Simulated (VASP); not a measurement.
# TiAl3 (Pmm2) in VASP: single point with PBE

Aim: the single point of TiAl3 with PBE.

Everything below comes from runs of VASP 6.6.1. Logs are shortened: lines on timing, memory, paths and dates and some standing lists are left out, and cuts for length are marked.

**1. The cell of the first run**

It takes space group Pmm2 (No. 25, orthorhombic). The conventional cell has a = 2.804 Å, b = 4.711 Å, c = 4.928 Å, α = 90.00°, β = 90.00°, γ = 90.00°. Ti (site symmetry mm2) has 2 Ti at 2.80 Å and 10 Al at 2.83 to 2.87 Å within 3.7 Å. Al (site symmetry mm2) has 8 Al at 2.80 to 2.87 Å and 4 Ti at 2.83 to 2.84 Å within 3.7 Å. Within 3.7 Å of Al (site symmetry mm2) lie 8 Al at 2.80 to 2.87 Å and 4 Ti at 2.87 Å. Al (site symmetry mm2) has 10 Al at 2.80 to 2.87 Å and 2 Ti at 2.85 Å within 3.7 Å.

**2. Single point, PBE**

Contents of INCAR:

```
PREC = Accurate
ENCUT = 520
EDIFF = 1E-6
ISMEAR = 0
SIGMA = 0.1
LREAL = F
LASPH = T
NELM = 80
ALGO = Fast
ISIF = 2
LWAVE = F
LCHARG = F
GGA = PE
NBANDS = 18
```

Contents of KPOINTS:

```
regular mesh
0
Gamma
  14 10 10
```

Contents of POSCAR:

```
TiAl3
1.0
    2.8043358260      0.0000000000      0.0000000000
    0.0000000000      4.7108649160      0.0000000000
    0.0000000000      0.0000000000      4.9283421864
Ti Al
1 3
Direct
    0.0000000000      0.5000000000      0.1632347272
    0.5000000000      0.5000000000      0.6643667336
    0.5000000000      0.0000000000      0.3333294440
    0.0000000000      0.0000000000      0.8390680952
```

Potentials or basis: VASP PAW PBE potentials, release 64 (Ti_sv, Al).

Run with:

```bash
$ cat potpaw_PBE.64/Ti_sv/POTCAR potpaw_PBE.64/Al/POTCAR > POTCAR
$ mpirun -np 1 vasp_std > vasp.out
```

OUTCAR:

```text
PREC = Accurate
   ENCUT = 520
   EDIFF = 1E-6
   ISMEAR = 0
   LREAL = F
   LASPH = T
   NELM = 80
   ISIF = 2
   GGA = PE

 ion  position               nearest neighbor table
   1  0.000  0.500  0.163-   2 2.83   2 2.83   2 2.84   2 2.84   4 2.85   4 2.85   3 2.87   3 2.87
                             3 2.87   3 2.87
   2  0.500  0.500  0.664-   1 2.83   1 2.83   1 2.84   1 2.84   3 2.87   3 2.87   4 2.87   4 2.87
                             4 2.87   4 2.87
   3  0.500  0.000  0.333-   4 2.81   4 2.81   4 2.86   4 2.86   2 2.87   2 2.87   1 2.87   1 2.87
                             1 2.87   1 2.87
   4  0.000  0.000  0.839-   3 2.81   3 2.81   1 2.85   1 2.85   3 2.86   3 2.86   2 2.87   2 2.87
                             2 2.87   2 2.87

  LATTYP: Found a simple orthorhombic cell.
 ALAT       =     2.8043358260
 B/A-ratio  =     1.6798504916
 C/A-ratio  =     1.7574008579

  Lattice vectors:

 A1 = (   2.8043358260,   0.0000000000,   0.0000000000)
 A2 = (   0.0000000000,   4.7108649160,   0.0000000000)
 A3 = (   0.0000000000,   0.0000000000,   4.9283421864)

Analysis of symmetry for initial positions (statically):
=====================================================================
 Subroutine PRICEL returns:
 Original cell was already a primitive cell.

 Routine SETGRP: Setting up the symmetry group for a
 simple orthorhombic supercell.

 Subroutine GETGRP returns: Found  4 space group operations
 (whereof  4 operations were pure point group operations)
 out of a pool of  8 trial point group operations.

The static configuration has the point symmetry C_2v.

Analysis of symmetry for dynamics (positions and initial velocities):
=====================================================================
 Subroutine PRICEL returns:
 Original cell was already a primitive cell.

 Routine SETGRP: Setting up the symmetry group for a
 simple orthorhombic supercell.

 Subroutine GETGRP returns: Found  4 space group operations
 (whereof  4 operations were pure point group operations)
 out of a pool of  8 trial point group operations.

The dynamic configuration has the point symmetry C_2v.

 Subroutine INISYM returns: Found  4 space group operations
 (whereof  4 operations are pure point group operations),
 and found     1 'primitive' translations

----------------------------------------------------------------------------------------

                                     Primitive cell

  volume of cell :      65.1076

  direct lattice vectors                    reciprocal lattice vectors
     2.804335826  0.000000000  0.000000000     0.356590673  0.000000000  0.000000000
     0.000000000  4.710864916  0.000000000     0.000000000  0.212275244  0.000000000
     0.000000000  0.000000000  4.928342186     0.000000000  0.000000000  0.202907989

  length of vectors
     2.804335826  4.710864916  4.928342186     0.356590673  0.212275244  0.202907989

  position of ions in fractional coordinates (direct lattice)
     0.000000000  0.500000000  0.163234727
     0.500000000  0.500000000  0.664366734
     0.500000000  0.000000000  0.333329444
     0.000000000  0.000000000  0.839068095

  ion indices of the primitive-cell ions
   primitive index   ion index
                 1           1
                 2           2
                 3           3
                 4           4

----------------------------------------------------------------------------------------

 KPOINTS: regular mesh

Automatic generation of k-mesh.
 Grid dimensions read from file:
 generate k-points for:   14   10   10

 Generating k-lattice:

  Cartesian coordinates                     Fractional coordinates (reciprocal lattice)
     0.025470762  0.000000000  0.000000000     0.071428571  0.000000000  0.000000000
     0.000000000  0.021227524  0.000000000     0.000000000  0.100000000  0.000000000
     0.000000000  0.000000000  0.020290799     0.000000000  0.000000000  0.100000000

  Length of vectors
     0.025470762  0.021227524  0.020290799

  Shift w.r.t. Gamma in fractional coordinates (k-lattice)
     0.000000000  0.000000000  0.000000000

 Subroutine IBZKPT returns following result:
 ===========================================

 Found    288 irreducible k-points:

 Following reciprocal coordinates:
            Coordinates               Weight
  0.000000  0.000000  0.000000      1.000000
  0.071429  0.000000  0.000000      2.000000
  0.142857  0.000000  0.000000      2.000000
  0.214286  0.000000  0.000000      2.000000
  0.285714  0.000000  0.000000      2.000000
  0.357143  0.000000  0.000000      2.000000
[... 16 lines left out ...]
  0.428571  0.200000  0.000000      4.000000
  0.500000  0.200000  0.000000      2.000000
 [... further k-points ...]
   k-points           NKPTS =    288   k-points in BZ     NKDIM =    288   number of bands    NBANDS=     18
   number of dos      NEDOS =    301   number of ions     NIONS =      4
   total plane-waves  NPLWV =  34560
   dimension x,y,z NGX =    24 NGY =   36 NGZ =   40
   dimension x,y,z NGXF=    48 NGYF=   72 NGZF=   80
   ions per type =               1   3
   NGX,Y,Z   is equivalent  to a cutoff of  14.23, 12.70, 13.49 a.u.
   NGXF,Y,Z  is equivalent  to a cutoff of  28.46, 25.41, 26.99 a.u.
 SYSTEM =  unknown system
   PREC   = accura    normal or accurate (medium, high low for compatibility)
   ISTART =      0    job   : 0-new  1-cont  2-samecut
   ICHARG =      2    charge: 1-file 2-atom 10-const
   ISPIN  =      1    spin polarized calculation?
   LNONCOLLINEAR =      F non collinear calculations
   LSORBIT =      F    spin-orbit coupling
   LASPH  =      T    aspherical Exc in radial PAW
   ENCUT  =  520.0 eV  38.22 Ry    6.18 a.u.   5.21  8.76  9.16*2*pi/ulx,y,z
   NELM   =     80;   NELMIN=  2; NELMDL= -5     # of ELM steps
   EDIFF  = 0.1E-05   stopping-criterion for ELM
   LREAL  =      F    real-space projection
   EDIFFG = 0.1E-04   stopping-criterion for IOM
   NSW    =      0    number of steps for IOM
   IBRION =     -1    ionic relax: 0-MD 1-quasi-New 2-CG
   NFREE  =      0    steps in history (QN), initial steepest desc. (CG)
   ISIF   =      2    stress and relaxation
   ISYM   =      2    0-nonsym 1-usesym 2-fastsym
   POTIM  = 0.5000    time-step for ionic-motion
   TEBEG  =    0.0;   TEEND  =   0.0 temperature during run
   PSTRESS=    0.0 pullay stress
   NELECT =      21.0000    total number of electrons
   NUPDOWN=      -1.0000    fix difference up-down
   EMIN   =  10.00;   EMAX   =-10.00  energy-range for DOS
   EFERMI =   0.00;   METHOD = LEGACY
   ISMEAR =     0;   SIGMA  =   0.10  broadening in eV -4-tet -1-fermi 0-gaus
   EFERMI_NEDOS =   21; number of points for ismear=-14 and -15
   IALGO  =     68    algorithm
   IMIX   =      4    mixing-type and parameters
     AMIX     =   0.40;   BMIX     =  1.00
     AMIX_MAG =   1.60;   BMIX_MAG =  1.00
  volume/ion in A,a.u.               =      16.28       109.84
  Fermi-wavevector in a.u.,A,eV,Ry     =   1.122718  2.121630 17.150091  1.260496
  Thomas-Fermi vector in A             =   2.259380
   LORBIT       =      0    0 simple, 1 ext, 2 COOP (PROOUT), +10 PAW based schemes
   GGA     = PE    functional components
   LHFCALC =     F    Hartree Fock is set to
   AEXX    =    0.0000 exact exchange contribution
   IVDW    =     0    specifies the selected vdW correction
   LEPSILON=     F    determine dielectric tensor
   LRPA    =     F    only Hartree local field effects (RPA)
 non-spin polarized calculation
 RMM-DIIS sequential band-by-band and
 Gauss-broadening in eV      SIGMA  =   0.10
  energy-cutoff  :      520.00
  volume of cell :       65.11
 maximum number of plane-waves:      1776
 NGX is ok and might be reduce to    24
   NGX = 11   NGY = 17   NGZ = 19

 number of electron      20.9999996 magnetization

 Free energy of the ion-electron system (eV)
  ---------------------------------------------------
  ext. energy  EPLUGINS =         0.00000000
  ---------------------------------------------------
  free energy    TOTEN  =       -20.04594988 eV

  energy without entropy =      -20.03309697  energy(sigma->0) =      -20.03952342

 E-fermi :   8.0494     XC(G=0): -10.6336

 val. band max:        8.0481916277   @ k =   0.2143   0.3000   0.3000
 cond. band min:       8.0539545029   @ k =   0.5000   0.1000   0.1000
 fundamental gap:      0.0057628753
 Fermi energy:         8.0494055772

 k-point     1 :       0.0000    0.0000    0.0000
  band No.  band energies     occupation
      1     -48.4512      2.00000
      2     -24.7756      2.00000
      3     -24.7742      2.00000
      4     -24.3836      2.00000
      5      -2.0733      2.00000
      6       2.9163      2.00000
[... 10 lines left out ...]
     17      13.9565      0.00000
     18      14.3762      0.00000

 k-point     2 :       0.0714    0.0000    0.0000
  band No.  band energies     occupation
      1     -48.4482      2.00000
      2     -24.7727      2.00000
      3     -24.7712      2.00000
      4     -24.4084      2.00000
      5      -1.9755      2.00000
      6       3.0047      2.00000
[... 10 lines left out ...]
     17      13.8253      0.00000
     18      14.3813      0.00000

 k-point     3 :       0.1429    0.0000    0.0000
  band No.  band energies     occupation
      1     -48.4398      2.00000
      2     -24.7646      2.00000
      3     -24.7630      2.00000
      4     -24.4777      2.00000
      5      -1.6834      2.00000
      6       3.2679      2.00000
[... 10 lines left out ...]
     17      12.4247      0.00000
     18      14.0650      0.00000

 k-point     4 :       0.2143    0.0000    0.0000
  band No.  band energies     occupation
      1     -48.4275      2.00000
      2     -24.7529      2.00000
      3     -24.7510      2.00000
      4     -24.5766      2.00000
      5      -1.2001      2.00000
      6       3.7003      2.00000
[... 375 lines left out ...]
      4     -24.7257      2.00000
      5       0.5554      2.00000
      6       4.1345      2.00000
[... 10 lines left out ...]
     17      11.9221      0.00000
     18      12.5767      0.00000

 k-point    23 :       0.4286    0.2000    0.0000
  band No.  band energies     occupation
      1     -48.3930      2.00000
      2     -24.8480      2.00000
      3     -24.7207      2.00000
      4     -24.7174      2.00000
      5       1.5646      2.00000
      6       4.0226      2.00000
[... 10 lines left out ...]
     17      11.9977      0.00000
     18      12.1703      0.00000

 k-point    24 :       0.5000    0.2000    0.0000
  band No.  band energies     occupation
      1     -48.3900      2.00000
      2     -24.8715      2.00000
      3     -24.7178      2.00000
      4     -24.7144      2.00000
      5       2.6600      2.00000
      6       2.8072      2.00000
[... 10 lines left out ...]
     17      12.1008      0.00000
     18      12.4501      0.00000

 [... further k-points ...]

------------------------ aborting loop because EDIFF is reached ----------------------------------------

  FORCE on cell =-STRESS in cart. coord.  units (eV):
  Direction    XX          YY          ZZ          XY          YZ          ZX
  --------------------------------------------------------------------------------------
  -------------------------------------------------------------------------------------
  Total       -0.0142243     -0.0057960     -0.0052892      0.0000000      0.0000000      0.0000000
  in kB       -0.3500345     -0.1426281     -0.1301565      0.0000000      0.0000000      0.0000000
  external PRESSURE =      -0.2076064 kB  Pullay stress =       0.0000000 kB

 VOLUME and BASIS-vectors are now :
 -----------------------------------------------------------------------------
  energy-cutoff  :      520.00
  volume of cell :       65.11
      direct lattice vectors                 reciprocal lattice vectors
     2.804335826  0.000000000  0.000000000     0.356590673  0.000000000  0.000000000
     0.000000000  4.710864916  0.000000000     0.000000000  0.212275244  0.000000000
     0.000000000  0.000000000  4.928342186     0.000000000  0.000000000  0.202907989

 POSITION                                       TOTAL-FORCE (eV/Angst)
 -----------------------------------------------------------------------------------
      0.00000      2.35543      0.80448         0.000000      0.000000     -0.000906
      1.40217      2.35543      3.27423         0.000000      0.000000      0.000941
      1.40217      0.00000      1.64276         0.000000      0.000000      0.000771
      0.00000      0.00000      4.13521         0.000000      0.000000     -0.000807
 -----------------------------------------------------------------------------------
    total drift:                               -0.000000      0.000000     -0.000348

  FREE ENERGIE OF THE ION-ELECTRON SYSTEM (eV)
  ---------------------------------------------------
  free  energy   TOTEN  =       -20.0459498818 eV

  energy  without entropy=      -20.0330969663  energy(sigma->0) =      -20.03952342
```

Run time: 9.1 min. Hardware: 1 thread of AMD EPYC 7R43 (Zen 3), shared host; peak memory 0.39 GiB.

What came out:

- Free energy: -20.0459 eV
- Pressure: 0.0 GPa
- Band gap on the k mesh: zero (an odd number of electrons rules out a gap without spin polarisation)
